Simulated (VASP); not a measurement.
# Pb in VASP: further runs, part 3 of 3

VASP 6.6.1. Earlier steps stand in the parts before.

## 6. Single point, PBE

This run uses another cell than the first one, of 30.32 Å³/atom, 0.980 times its volume.

Input file INCAR:

```
SYSTEM = Pb
PREC = Accurate ; ENCUT = 520
EDIFF = 1E-7 ; ISMEAR = -1
SIGMA = 0.04 ; LREAL = .False.
LASPH = .True. ; NELM = 80
ALGO = Fast ; ISIF = 2
LWAVE = .False. ; LCHARG = .False.
GGA = PE ; NBANDS = 13
```

Input file KPOINTS:

```
regular mesh
0
Gamma
  4 4 4
  0 0 0
```

Input file POSCAR:

```
Pb
1.0
    0.0000000000      2.4750200000      2.4750200000
    2.4750200000      0.0000000000      2.4750200000
    2.4750200000      2.4750200000      0.0000000000
Pb
1
Direct
    0.0000000000      0.0000000000      0.0000000000
```

Potentials or basis: VASP PAW PBE potentials, release 64 (Pb_d).

Command:

```bash
cat potpaw_PBE.64/Pb_d/POTCAR > POTCAR
mpirun -np 1 vasp_std > vasp.out
```

OUTCAR:

```text
SYSTEM = Pb
   PREC = Accurate
   ENCUT = 520
   EDIFF = 1E-7
   ISMEAR = -1
   LREAL = .False.
   LASPH = .True.
   NELM = 80
   ISIF = 2
   GGA = PE

 ion  position               nearest neighbor table
   1  0.000  0.000  0.000-

  LATTYP: Found a face centered cubic cell.
 ALAT       =     4.9500400000

  Lattice vectors:

 A1 = (   0.0000000000,   2.4750200000,   2.4750200000)
 A2 = (   2.4750200000,   0.0000000000,   2.4750200000)
[... 289 lines left out ...]
     11      19.4374      0.00000
     12      19.4374      0.00000
     13      20.0919      0.00000

------------------------ aborting loop because EDIFF is reached ----------------------------------------

  FORCE on cell =-STRESS in cart. coord.  units (eV):
  Direction    XX          YY          ZZ          XY          YZ          ZX
  --------------------------------------------------------------------------------------
  -------------------------------------------------------------------------------------
  Total        0.3370931      0.3370931      0.3370931     -0.0000000      0.0000000      0.0000000
  in kB       17.8112475     17.8112475     17.8112475     -0.0000000      0.0000000      0.0000000
  external PRESSURE =      17.8112475 kB  Pullay stress =       0.0000000 kB

 VOLUME and BASIS-vectors are now :
 -----------------------------------------------------------------------------
  energy-cutoff  :      520.00
  volume of cell :       30.32
      direct lattice vectors                 reciprocal lattice vectors
     0.000000000  2.475020000  2.475020000    -0.202018570  0.202018570  0.202018570
     2.475020000  0.000000000  2.475020000     0.202018570 -0.202018570  0.202018570
     2.475020000  2.475020000  0.000000000     0.202018570  0.202018570 -0.202018570

 POSITION                                       TOTAL-FORCE (eV/Angst)
 -----------------------------------------------------------------------------------
      0.00000      0.00000      0.00000         0.000000     -0.000000     -0.000000
 -----------------------------------------------------------------------------------
    total drift:                               -0.000000     -0.000000     -0.000000

  FREE ENERGIE OF THE ION-ELECTRON SYSTEM (eV)
  ---------------------------------------------------
  free  energy   TOTEN  =        -3.3886819652 eV

  energy  without entropy=       -3.3790611486  energy(sigma->0) =       -3.38387156
```

OSZICAR:

```text
N       E                     dE             d eps       ncg     rms          rms(c)
DAV:   1     0.110696789275E+03    0.11070E+03   -0.73671E+03   208   0.125E+03
DAV:   2     0.191295535700E+01   -0.10878E+03   -0.10599E+03   238   0.314E+02
DAV:   3    -0.327664935997E+01   -0.51896E+01   -0.51819E+01   251   0.729E+01
DAV:   4    -0.339975514604E+01   -0.12311E+00   -0.12309E+00   261   0.124E+01
DAV:   5    -0.340323508904E+01   -0.34799E-02   -0.34798E-02   288   0.176E+00    0.538E-01
RMM:   6    -0.339152933071E+01    0.11706E-01   -0.12541E-02   243   0.161E+00    0.278E-01
RMM:   7    -0.338863821209E+01    0.28911E-02   -0.79347E-03   247   0.984E-01    0.988E-02
RMM:   8    -0.338861817275E+01    0.20039E-04   -0.14885E-03   276   0.613E-01    0.150E-02
RMM:   9    -0.338866957837E+01   -0.51406E-04   -0.51449E-04   297   0.244E-01    0.174E-02
RMM:  10    -0.338867588767E+01   -0.63093E-05   -0.19564E-04   263   0.265E-01    0.998E-03
RMM:  11    -0.338867965090E+01   -0.37632E-05   -0.91362E-05   306   0.101E-01    0.244E-03
RMM:  12    -0.338868137308E+01   -0.17222E-05   -0.17012E-05   308   0.449E-02    0.259E-03
RMM:  13    -0.338868176144E+01   -0.38836E-06   -0.27450E-06   289   0.156E-02    0.246E-03
RMM:  14    -0.338868196522E+01   -0.20379E-06   -0.34096E-07   198   0.870E-03    0.243E-03
RMM:  15    -0.338868196519E+01    0.34333E-10   -0.12756E-07   151   0.476E-03
   1 F= -.33886820E+01 E0= -.33838716E+01  d E =-.962082E-02
```

It took 7.4 s on 1 thread of Intel Xeon 8259CL, shared host; peak memory 0.15 GiB.

What came out:

* Free energy: -3.3887 eV
* Pressure: 1.8 GPa
* Band gap on the k mesh: zero (band 7 reaches 14.68 eV, above the bottom of band 8 at 5.90 eV)

Caveat: the k points lie up to 0.55 Å⁻¹ apart; spin-orbit coupling is left out, which moves the levels of the heavy elements.

## 7. The runs side by side

| level | spin | cell | k mesh | smearing | gap on the mesh (eV) | pressure (GPa) |
| --- | --- | --- | --- | --- | --- | --- |
| PBEsol | off | a = 3.523 Å, angles 60.0°, 1 atom | 9 × 9 × 9 | fermi-dirac 0.05 eV | none | -1.6 |
| PBEsol | off | a = 3.546 Å, angles 60.0°, 1 atom | 9 × 9 × 9 | fermi-dirac 0.05 eV | none | -2.3 |
| PBEsol | off | a = 3.478, b = 3.476, c = 3.500 Å, angles 61.2, 60.1, 60.5°, 1 atom | 9 × 9 × 9 | fermi-dirac 0.05 eV | none | -0.7 |
| r2SCAN | non-collinear, zero start, SOC | a = 3.569 Å, angles 60.0°, 1 atom | 9 × 9 × 9 | fermi-dirac 0.05 eV | - | -1.3 |
| PBE | off | a = 3.500 Å, angles 60.0°, 1 atom | 4 × 4 × 4 | fermi-dirac 0.04 eV | none | 1.8 |

Alike in all rows: task single point; potentials or basis VASP PAW PBE potentials, release 64 (Pb_d); cutoff (eV) 520.

Caveats: some runs use coarse meshes; the PAW data sets were made with another functional, which shifts forces and pressure a little (some runs); spin-orbit coupling is left out, which moves the levels of the heavy elements (some runs).

Absolute energies hang on the potentials; compare differences alone.
